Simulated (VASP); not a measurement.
# BaO (Fm-3m) in VASP: single point with PBEsol

Aim: the single point of BaO with PBEsol.

Everything below comes from runs of VASP 6.6.1. Logs are shortened: lines on timing, memory, paths and dates and some standing lists are left out, and cuts for length are marked.

## Step 1: The cell of the first run

It takes space group Fm-3m (No. 225, cubic). Conventional cell: a = 5.500 Å, b = 5.500 Å, c = 5.500 Å, α = 90.00°, β = 90.00°, γ = 90.00°. Within 3.6 Å of Ba (site symmetry m-3m) lie 6 O at 2.75 Å. O (site symmetry m-3m) has 6 Ba at 2.75 Å within 3.6 Å.

## Step 2: Single point, PBEsol

The input, INCAR:

```
SYSTEM = BaO
  PREC = Accurate
  ENCUT = 1340
  EDIFF = 1E-6
  ISMEAR = -1
  SIGMA = 0.05
  LREAL = .FALSE.
  LASPH = .TRUE.
  NELM = 120
  ALGO = Normal
  ISIF = 2
  LWAVE = .FALSE.
  LCHARG = .FALSE.
  GGA = PS
  NBANDS = 15
  GGA_COMPAT = .FALSE.
```

The input, KPOINTS:

```
regular mesh
0
G
  8 8 8
  0 0 0
```

The input, POSCAR:

```
BaO
1.0
    3.8890870000      0.0000000000      0.0000000000
    1.9445435000      3.3680481395      0.0000000000
    1.9445435000      1.1226827132      3.1754262384
Ba O
1 1
Direct
    0.0000000000      0.0000000000      0.0000000000
    0.5000000000      0.5000000000      0.5000000000
```

Potentials or basis: VASP PAW PBE potentials, release 64 (Ba_sv, O_h).

The run is started by

```console
> cat potpaw_PBE.64/Ba_sv/POTCAR potpaw_PBE.64/O_h/POTCAR > POTCAR
> mpirun -np 1 vasp_std > vasp.out
```

OUTCAR:

```text
SYSTEM = BaO
   PREC = Accurate
   ENCUT = 1340
   EDIFF = 1E-6
   ISMEAR = -1
   LREAL = .FALSE.
   LASPH = .TRUE.
   NELM = 120
   ISIF = 2
   GGA = PS

 ion  position               nearest neighbor table
   1  0.000  0.000  0.000-   2 2.75   2 2.75   2 2.75   2 2.75   2 2.75   2 2.75
   2  0.500  0.500  0.500-   1 2.75   1 2.75   1 2.75   1 2.75   1 2.75   1 2.75

  LATTYP: Found a face centered cubic cell.
 ALAT       =     5.4999995806

  Lattice vectors:

 A1 = (   3.8890870000,   0.0000000000,   0.0000000000)
 A2 = (   1.9445435000,   3.3680481395,   0.0000000000)
 A3 = (   1.9445435000,   1.1226827132,   3.1754262384)

Analysis of symmetry for initial positions (statically):
=====================================================================
 Subroutine PRICEL returns:
 Original cell was already a primitive cell.

 Routine SETGRP: Setting up the symmetry group for a
 face centered cubic supercell.

 Subroutine GETGRP returns: Found 48 space group operations
 (whereof 48 operations were pure point group operations)
 out of a pool of 48 trial point group operations.

The static configuration has the point symmetry O_h .

Analysis of symmetry for dynamics (positions and initial velocities):
=====================================================================
 Subroutine PRICEL returns:
 Original cell was already a primitive cell.

 Routine SETGRP: Setting up the symmetry group for a
 face centered cubic supercell.

 Subroutine GETGRP returns: Found 48 space group operations
 (whereof 48 operations were pure point group operations)
 out of a pool of 48 trial point group operations.

The dynamic configuration has the point symmetry O_h .

 Subroutine INISYM returns: Found 48 space group operations
 (whereof 48 operations are pure point group operations),
 and found     1 'primitive' translations

----------------------------------------------------------------------------------------

                                     Primitive cell

  volume of cell :      41.5937

  direct lattice vectors                    reciprocal lattice vectors
     3.889087000  0.000000000  0.000000000     0.257129758 -0.148453935 -0.104972784
     1.944543500  3.368048139  0.000000000     0.000000000  0.296907870 -0.104972784
     1.944543500  1.122682713  3.175426238     0.000000000  0.000000000  0.314918353

  length of vectors
     3.889087000  3.889087000  3.889087000     0.314918353  0.314918353  0.314918353

  position of ions in fractional coordinates (direct lattice)
     0.000000000  0.000000000  0.000000000
     0.500000000  0.500000000  0.500000000

  ion indices of the primitive-cell ions
   primitive index   ion index
                 1           1
                 2           2

----------------------------------------------------------------------------------------

 KPOINTS: regular mesh

Automatic generation of k-mesh.
 Grid dimensions read from file:
 generate k-points for:    8    8    8

 Generating k-lattice:

  Cartesian coordinates                     Fractional coordinates (reciprocal lattice)
     0.032141220 -0.018556742 -0.013121598     0.125000000  0.000000000  0.000000000
     0.000000000  0.037113484 -0.013121598     0.000000000  0.125000000 -0.000000000
     0.000000000  0.000000000  0.039364794     0.000000000  0.000000000  0.125000000

  Length of vectors
     0.039364794  0.039364794  0.039364794

  Shift w.r.t. Gamma in fractional coordinates (k-lattice)
     0.000000000  0.000000000  0.000000000

 Subroutine IBZKPT returns following result:
 ===========================================

 Found     29 irreducible k-points:

 Following reciprocal coordinates:
            Coordinates               Weight
  0.000000  0.000000  0.000000      1.000000
  0.125000 -0.000000 -0.000000      8.000000
  0.250000 -0.000000 -0.000000      8.000000
  0.375000 -0.000000  0.000000      8.000000
  0.500000 -0.000000 -0.000000      4.000000
  0.125000  0.125000 -0.000000      6.000000
[... 16 lines left out ...]
  0.500000  0.250000  0.125000     48.000000
 -0.375000  0.250000  0.125000     24.000000
 [... further k-points ...]
   k-points           NKPTS =     29   k-points in BZ     NKDIM =     29   number of bands    NBANDS=     15
   number of dos      NEDOS =    301   number of ions     NIONS =      2
   total plane-waves  NPLWV = 110592
   dimension x,y,z NGX =    48 NGY =   48 NGZ =   48
   dimension x,y,z NGXF=    96 NGYF=   96 NGZF=   96
   ions per type =               1   1
   NGX,Y,Z   is equivalent  to a cutoff of  20.52, 20.52, 20.52 a.u.
   NGXF,Y,Z  is equivalent  to a cutoff of  41.04, 41.04, 41.04 a.u.
 SYSTEM =  BaO
   PREC   = accura    normal or accurate (medium, high low for compatibility)
   ISTART =      0    job   : 0-new  1-cont  2-samecut
   ICHARG =      2    charge: 1-file 2-atom 10-const
   ISPIN  =      1    spin polarized calculation?
   LNONCOLLINEAR =      F non collinear calculations
   LSORBIT =      F    spin-orbit coupling
   LASPH  =      T    aspherical Exc in radial PAW
   ENCUT  = 1340.0 eV  98.49 Ry    9.92 a.u.  11.61 11.61 11.61*2*pi/ulx,y,z
   NELM   =    120;   NELMIN=  2; NELMDL= -5     # of ELM steps
   EDIFF  = 0.1E-05   stopping-criterion for ELM
   LREAL  =      F    real-space projection
[... 7 lines left out ...]
   TEBEG  =    0.0;   TEEND  =   0.0 temperature during run
   PSTRESS=    0.0 pullay stress
   NELECT =      16.0000    total number of electrons
   NUPDOWN=      -1.0000    fix difference up-down
   EMIN   =  10.00;   EMAX   =-10.00  energy-range for DOS
   EFERMI =   0.00;   METHOD = LEGACY
   ISMEAR =    -1;   SIGMA  =   0.05  broadening in eV -4-tet -1-fermi 0-gaus
   EFERMI_NEDOS =   21; number of points for ismear=-14 and -15
   IALGO  =     38    algorithm
   IMIX   =      4    mixing-type and parameters
     AMIX     =   0.40;   BMIX     =  1.00
     AMIX_MAG =   1.60;   BMIX_MAG =  1.00
  volume/ion in A,a.u.               =      20.80       140.34
  Fermi-wavevector in a.u.,A,eV,Ry     =   1.190617  2.249940 19.287203  1.417569
  Thomas-Fermi vector in A             =   2.326698
   LORBIT       =      0    0 simple, 1 ext, 2 COOP (PROOUT), +10 PAW based schemes
   GGA     = PS    functional components
   LHFCALC =     F    Hartree Fock is set to
   AEXX    =    0.0000 exact exchange contribution
   IVDW    =     0    specifies the selected vdW correction
   LEPSILON=     F    determine dielectric tensor
   LRPA    =     F    only Hartree local field effects (RPA)
 non-spin polarized calculation
  energy-cutoff  :     1340.00
  volume of cell :       41.59
 maximum number of plane-waves:      4656
 NGX is ok and might be reduce to    48
   NGX = 23   NGY = 23   NGZ = 23

 number of electron      16.0000000 magnetization

 Free energy of the ion-electron system (eV)
  ---------------------------------------------------
  ext. energy  EPLUGINS =         0.00000000
  ---------------------------------------------------
  free energy    TOTEN  =       -12.40173640 eV

  energy without entropy =      -12.40173640  energy(sigma->0) =      -12.40173640

 E-fermi :   2.9603     XC(G=0):  -9.9558

 val. band max:        2.0417377243   @ k =   0.5000   0.5000  -0.0000
 cond. band min:       3.8338452644   @ k =   0.5000   0.5000  -0.0000
 fundamental gap:      1.7921075401
 Fermi energy:         2.9602662652

 k-point     1 :       0.0000    0.0000    0.0000
  band No.  band energies     occupation
      1     -23.8055      2.00000
      2     -12.9510      2.00000
      3      -8.2517      2.00000
      4      -8.2517      2.00000
      5      -8.2517      2.00000
      6       1.6304      2.00000
      7       1.6304      2.00000
      8       1.6304      2.00000
      9       5.4959      0.00000
     10       6.6594      0.00000
     11       6.6594      0.00000
     12       6.6594      0.00000
     13       9.0018      0.00000
     14       9.0018      0.00000
     15      11.8078      0.00000

 k-point     2 :       0.1250   -0.0000   -0.0000
  band No.  band energies     occupation
      1     -23.7652      2.00000
      2     -13.0678      2.00000
      3      -8.2897      2.00000
      4      -8.2711      2.00000
      5      -8.2711      2.00000
      6       1.2753      2.00000
      7       1.4187      2.00000
      8       1.4187      2.00000
      9       6.1502      0.00000
     10       6.5313      0.00000
     11       6.9597      0.00000
     12       6.9597      0.00000
     13       9.4197      0.00000
     14       9.4197      0.00000
     15      12.8087      0.00000

 k-point     3 :       0.2500   -0.0000   -0.0000
  band No.  band energies     occupation
      1     -23.6655      2.00000
      2     -13.3505      2.00000
      3      -8.3744      2.00000
      4      -8.3168      2.00000
      5      -8.3168      2.00000
      6       0.6175      2.00000
      7       0.9695      2.00000
      8       0.9695      2.00000
      9       6.4192      0.00000
     10       7.7740      0.00000
     11       7.7740      0.00000
     12       7.7851      0.00000
     13      10.4518      0.00000
     14      10.4518      0.00000
     15      14.9720      0.00000
[... 343 lines left out ...]
 k-point    23 :       0.5000    0.2500    0.1250
  band No.  band energies     occupation
      1     -23.5117      2.00000
      2     -13.5198      2.00000
      3      -8.9140      2.00000
      4      -8.7678      2.00000
      5      -8.3766      2.00000
      6       0.4924      2.00000
      7       0.7639      2.00000
      8       1.4278      2.00000
      9       6.0720      0.00000
     10       8.0024      0.00000
     11       9.4593      0.00000
     12       9.5959      0.00000
     13      11.6750      0.00000
     14      13.1287      0.00000
     15      14.8495      0.00000

 k-point    24 :      -0.3750    0.2500    0.1250
  band No.  band energies     occupation
      1     -23.4770      2.00000
      2     -13.5734      2.00000
      3      -8.9341      2.00000
      4      -8.9300      2.00000
      5      -8.3662      2.00000
      6       0.3804      2.00000
      7       1.0379      2.00000
      8       1.1038      2.00000
      9       6.8258      0.00000
     10       7.4400      0.00000
     11       9.9694      0.00000
     12       9.9752      0.00000
     13      12.2679      0.00000
     14      13.8765      0.00000
     15      14.2189      0.00000

 [... further k-points ...]

------------------------ aborting loop because EDIFF is reached ----------------------------------------

  FORCE on cell =-STRESS in cart. coord.  units (eV):
  Direction    XX          YY          ZZ          XY          YZ          ZX
  --------------------------------------------------------------------------------------
  -------------------------------------------------------------------------------------
  Total        0.3594212      0.3594212      0.3594212      0.0000000      0.0000000     -0.0000000
  in kB       13.8447877     13.8447877     13.8447877      0.0000000      0.0000000     -0.0000000
  external PRESSURE =      13.8447877 kB  Pullay stress =       0.0000000 kB

 VOLUME and BASIS-vectors are now :
 -----------------------------------------------------------------------------
  energy-cutoff  :     1340.00
  volume of cell :       41.59
      direct lattice vectors                 reciprocal lattice vectors
     3.889087000  0.000000000  0.000000000     0.257129758 -0.148453935 -0.104972784
     1.944543500  3.368048139  0.000000000     0.000000000  0.296907870 -0.104972784
     1.944543500  1.122682713  3.175426238     0.000000000  0.000000000  0.314918353

 POSITION                                       TOTAL-FORCE (eV/Angst)
 -----------------------------------------------------------------------------------
      0.00000      0.00000      0.00000         0.000000      0.000000      0.000000
      3.88909      2.24537      1.58771         0.000000     -0.000000      0.000000
 -----------------------------------------------------------------------------------
    total drift:                               -0.000000     -0.000000     -0.000000

  FREE ENERGIE OF THE ION-ELECTRON SYSTEM (eV)
  ---------------------------------------------------
  free  energy   TOTEN  =       -12.4017363977 eV

  energy  without entropy=      -12.4017363971  energy(sigma->0) =      -12.40173640
```

Run time: 53 s. Hardware: 1 thread of Intel Xeon Platinum 8259CL at 2.50GHz (Skylake/Cascade Lake), shared host; peak memory 0.36 GiB.

What came out:

```
Free energy            : -12.4017 eV
Pressure               : 1.4 GPa
Band gap on the k mesh : 1.79 eV
```

Caveat: the PAW data sets were made with another functional, which shifts forces and pressure a little; spin-orbit coupling is left out, which moves the levels of the heavy elements.
